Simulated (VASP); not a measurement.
# W in VASP: a series of runs

Runs on W. Level: revPBE. Tasks: single point.

All numbers are computed with VASP 6.6.1; they aren't measurements. Logs are shortened: lines on timing, memory, paths and dates and some standing lists are left out, and cuts for length are marked.

## (1) The cell of the first run

The typed cell holds 2 atoms: a = 3.101 Å, b = 3.101 Å, c = 4.870 Å, α = 97.32°, β = 97.32°, γ = 126.88°.

## (2) Single point, revPBE (17.96 Å³/atom)

File INCAR:

```
PREC     = Accurate       # precision mode
ENCUT    = 520            # plane-wave cutoff, eV
EDIFF    = 1E-7           # SCF threshold, eV
ISMEAR   = -1             # smearing method
SIGMA    = 0.1            # smearing width, eV
LREAL    = False          # projectors in reciprocal space
LASPH    = True           # aspherical terms in the spheres
NELM     = 100            # most SCF steps
ALGO     = Normal         # electronic algorithm
ISIF     = 2              # what is computed and relaxed
LWAVE    = False          # write WAVECAR
LCHARG   = True           # write CHGCAR
GGA      = RE             # functional
LELF     = True           # ELF
LVHAR    = True         
NBANDS   = 21             # bands
```

File KPOINTS:

```
regular mesh
0
Gamma
  15 15 8
```

File POSCAR:

```
W
1.0
   -1.9615427436      1.9614918126      1.3866735884
    1.9614918126     -1.9615427436      1.3866735884
    3.3009909405      3.3009909405     -1.3867668686
W
2
Direct
    0.9999924972      0.0000075028      0.0000000000
    0.7500075028      0.2499924972      0.5000000000
```

Potentials or basis: VASP PAW PBE potentials, release 64 (W_sv).

Run with:

```console
cat potpaw_PBE.64/W_sv/POTCAR > POTCAR
mpirun -np 1 vasp_std > vasp.out
```

OUTCAR:

```text
PREC = Accurate
   ENCUT = 520
   EDIFF = 1E-7
   ISMEAR = -1
   LREAL = False
   LASPH = True
   NELM = 100
   ISIF = 2
   GGA = RE

 ion  position               nearest neighbor table
   1  1.000  0.000  0.000-   2 2.80   2 2.80   2 2.80   2 2.80   2 3.42   2 3.42   2 3.42   2 3.42

   2  0.750  0.250  0.500-   1 2.80   1 2.80   1 2.80   1 2.80   1 3.42   1 3.42   1 3.42   1 3.42

  Warning from LATTYP: Got some problem with cell dimensions!
  Tried to take original basis but could not verify dimensions!
  LATTYP: Found a base centered monoclinic cell.
 ALAT       =     2.7733471777
 B/A-ratio  =     2.0004739109
 C/A-ratio  =     1.7559310595
 COS(beta)  =    -0.2847051690

  Lattice vectors:

 A1 = (   1.9615427436,  -1.9614918126,  -1.3866735884)
 A2 = (  -1.9614918126,   1.9615427436,  -1.3866735884)
 A3 = (   3.3009400095,   3.3009400095,   1.3865803082)

Analysis of symmetry for initial positions (statically):
=====================================================================
 Subroutine PRICEL returns:
 Original cell was already a primitive cell.

 Routine SETGRP: Setting up the symmetry group for a
 base centered monoclinic supercell.

 Subroutine GETGRP returns: Found  4 space group operations
 (whereof  2 operations were pure point group operations)
 out of a pool of  4 trial point group operations.

The static configuration has the point symmetry C_2 .
 The point group associated with its full space group is C_2h.

Analysis of symmetry for dynamics (positions and initial velocities):
=====================================================================
 Subroutine PRICEL returns:
 Original cell was already a primitive cell.

 Routine SETGRP: Setting up the symmetry group for a
 base centered monoclinic supercell.

 Subroutine GETGRP returns: Found  4 space group operations
 (whereof  2 operations were pure point group operations)
 out of a pool of  4 trial point group operations.

The dynamic configuration has the point symmetry C_2 .
 The point group associated with its full space group is C_2h.

 Subroutine INISYM returns: Found  4 space group operations
 (whereof  2 operations are pure point group operations),
 and found     1 'primitive' translations

----------------------------------------------------------------------------------------

                                     Primitive cell

  volume of cell :      35.9143
[... 83 lines left out ...]
   ISPIN  =      1    spin polarized calculation?
   LNONCOLLINEAR =      F non collinear calculations
   LSORBIT =      F    spin-orbit coupling
   LASPH  =      T    aspherical Exc in radial PAW
   ENCUT  =  520.0 eV  38.22 Ry    6.18 a.u.   5.77  5.77  9.05*2*pi/ulx,y,z
   NELM   =    100;   NELMIN=  2; NELMDL= -5     # of ELM steps
   EDIFF  = 0.1E-06   stopping-criterion for ELM
   LREAL  =      F    real-space projection
   EDIFFG = 0.1E-05   stopping-criterion for IOM
   NSW    =      0    number of steps for IOM
   IBRION =     -1    ionic relax: 0-MD 1-quasi-New 2-CG
   NFREE  =      0    steps in history (QN), initial steepest desc. (CG)
   ISIF   =      2    stress and relaxation
   ISYM   =      2    0-nonsym 1-usesym 2-fastsym
   POTIM  = 0.5000    time-step for ionic-motion
   TEBEG  =    0.0;   TEEND  =   0.0 temperature during run
   PSTRESS=    0.0 pullay stress
   NELECT =      28.0000    total number of electrons
   NUPDOWN=      -1.0000    fix difference up-down
   EMIN   =  10.00;   EMAX   =-10.00  energy-range for DOS
   EFERMI =   0.00;   METHOD = LEGACY
   ISMEAR =    -1;   SIGMA  =   0.10  broadening in eV -4-tet -1-fermi 0-gaus
   EFERMI_NEDOS =   21; number of points for ismear=-14 and -15
   IALGO  =     38    algorithm
   IMIX   =      4    mixing-type and parameters
     AMIX     =   0.40;   BMIX     =  1.00
     AMIX_MAG =   1.60;   BMIX_MAG =  1.00
  volume/ion in A,a.u.               =      17.96       121.18
  Fermi-wavevector in a.u.,A,eV,Ry     =   1.506740  2.847326 30.888847  2.270266
  Thomas-Fermi vector in A             =   2.617418
   LORBIT       =      0    0 simple, 1 ext, 2 COOP (PROOUT), +10 PAW based schemes
   GGA     = RE    functional components
   LHFCALC =     F    Hartree Fock is set to
   AEXX    =    0.0000 exact exchange contribution
   IVDW    =     0    specifies the selected vdW correction
   LEPSILON=     F    determine dielectric tensor
   LRPA    =     F    only Hartree local field effects (RPA)
 non-spin polarized calculation
  energy-cutoff  :      520.00
  volume of cell :       35.91
 maximum number of plane-waves:       983
   NGX = 11   NGY = 11   NGZ = 19

 number of electron      28.0000003 magnetization

 Free energy of the ion-electron system (eV)
  ---------------------------------------------------
  ext. energy  EPLUGINS =         0.00000000
  ---------------------------------------------------
  free energy    TOTEN  =       -24.31701588 eV

  energy without entropy =      -24.28119137  energy(sigma->0) =      -24.29910362

 E-fermi :   9.5089     XC(G=0): -12.8873

 val. band max:        9.5052690432   @ k =  -0.1333  -0.1333   0.2500
 cond. band min:       9.5173525193   @ k =  -0.1333  -0.4667   0.2500
 fundamental gap:      0.0120834760
 Fermi energy:         9.5089447227

 k-point     1 :       0.0000    0.0000    0.0000
  band No.  band energies     occupation
      1     -64.5488      2.00000
      2     -64.4572      2.00000
      3     -29.1484      2.00000
      4     -28.5854      2.00000
      5     -28.3407      2.00000
      6     -28.2470      2.00000
[... 565 lines left out ...]
     20      15.6516      0.00000
     21      20.0953      0.00000

 [... further k-points ...]

------------------------ aborting loop because EDIFF is reached ----------------------------------------

  FORCE on cell =-STRESS in cart. coord.  units (eV):
  Direction    XX          YY          ZZ          XY          YZ          ZX
  --------------------------------------------------------------------------------------
  -------------------------------------------------------------------------------------
  Total       -4.0403209     -4.0403209     -4.0741310     -0.2439386      0.0020927      0.0020926
  in kB     -180.2432840   -180.2432840   -181.7515909    -10.8823762      0.0933562      0.0933554
  external PRESSURE =    -180.7460530 kB  Pullay stress =       0.0000000 kB

 VOLUME and BASIS-vectors are now :
 -----------------------------------------------------------------------------
  energy-cutoff  :      520.00
  volume of cell :       35.91
      direct lattice vectors                 reciprocal lattice vectors
    -1.961542744  1.961491813  1.386673588    -0.051711844  0.203192869  0.360577905
     1.961491813 -1.961542744  1.386673588     0.203192869 -0.051711844  0.360577905
     3.300990941  3.300990941 -1.386766869     0.151470836  0.151470836  0.000005563

 POSITION                                       TOTAL-FORCE (eV/Angst)
 -----------------------------------------------------------------------------------
     -1.96151      1.96146      1.38667        -0.000334      0.000334     -0.000000
      0.66968      2.63126      0.69329         0.000334     -0.000334      0.000000
 -----------------------------------------------------------------------------------
    total drift:                               -0.000000     -0.000000      0.000000

  FREE ENERGIE OF THE ION-ELECTRON SYSTEM (eV)
  ---------------------------------------------------
  free  energy   TOTEN  =       -24.3170158775 eV

  energy  without entropy=      -24.2811913723  energy(sigma->0) =      -24.29910362
```

It took 5.1 min on 1 thread of Intel Xeon 8259CL, shared host; peak memory 0.39 GiB.

Results:

```yaml
Free_energy: -24.3170 eV
Pressure: -18.1 GPa
Band_gap_on_the_k_mesh: zero (bands 14 and 15 overlap by 0.98 eV)
```

Stress tensor (GPa, compression positive):
```
-18.02  -1.09   0.01
 -1.09 -18.02   0.01
  0.01   0.01 -18.18
```

Levels at points of the mesh, in eV from the Fermi level:
| k point | band 11 | band 12 | band 13 | band 14 | band 15 | band 16 | band 17 | band 18 |
| --- | --- | --- | --- | --- | --- | --- | --- | --- |
| (0.00, 0.00, 0.00) | -2.02 | -1.73 | -0.59 | 0.64 | 0.69 | 1.11 | 1.13 | 2.57 |
| (0.00, 0.00, 0.50) | -1.79 | -1.79 | -1.32 | -1.32 | 0.71 | 0.71 | 1.64 | 1.64 |

Caveat: the cell stands under tension; the PAW data sets were made with another functional, which shifts forces and pressure a little; spin-orbit coupling is left out, which moves the levels of the heavy elements.

## (3) Single point, revPBE

This run uses another cell than the first one, of 16.63 Å³/atom.

File INCAR:

```
ALGO = Normal ; EDIFF = 1E-6
ENCUT = 520 ; GGA = RE
ISIF = 2 ; ISMEAR = -1
ISYM = 0 ; LASPH = True
LCHARG = False ; LREAL = False
LWAVE = False ; NBANDS = 21
NELM = 100 ; PREC = Accurate
SIGMA = 0.1
```

File KPOINTS:

```
k-points
0
Gamma
  13 13 9
```

File POSCAR:

```
W
1.0
   -1.9118619255      1.9118122845      1.3515527232
    1.9118122845     -1.9118619255      1.3515527232
    3.2173853545      3.2173853545     -1.3516436408
W
2
Direct
    0.9999924972      0.0000075028      0.0000000000
    0.7500075028      0.2499924972      0.5000000000
```

Potentials or basis: VASP PAW PBE potentials, release 64 (W_sv).

Run with:

```console
cat potpaw_PBE.64/W_sv/POTCAR > POTCAR
mpirun -np 1 vasp_std > vasp.out
```

Run time: 6.9 min. Hardware: 1 thread of Intel Xeon 8259CL, shared host; peak memory 0.5 GiB.

It converged, with:

* Free energy: -24.4710 eV
* Pressure: 0.4 GPa
* Band gap on the k mesh: zero (bands 14 and 15 overlap by 1.21 eV)

Stress tensor (GPa, compression positive):
```
0.33 0.09 0.00
0.09 0.33 0.00
0.00 0.00 0.45
```

Levels at points of the mesh, in eV from the Fermi level:
| k point | band 10 | band 11 | band 12 | band 13 | band 14 | band 15 | band 16 | band 17 | band 18 | band 19 |
| --- | --- | --- | --- | --- | --- | --- | --- | --- | --- | --- |
| (0.00, 0.00, 0.00) | -5.58 | -2.22 | -1.90 | -0.65 | 0.74 | 0.80 | 1.20 | 1.29 | 2.84 | 2.89 |

Caveat: the PAW data sets were made with another functional, which shifts forces and pressure a little; spin-orbit coupling is left out, which moves the levels of the heavy elements.
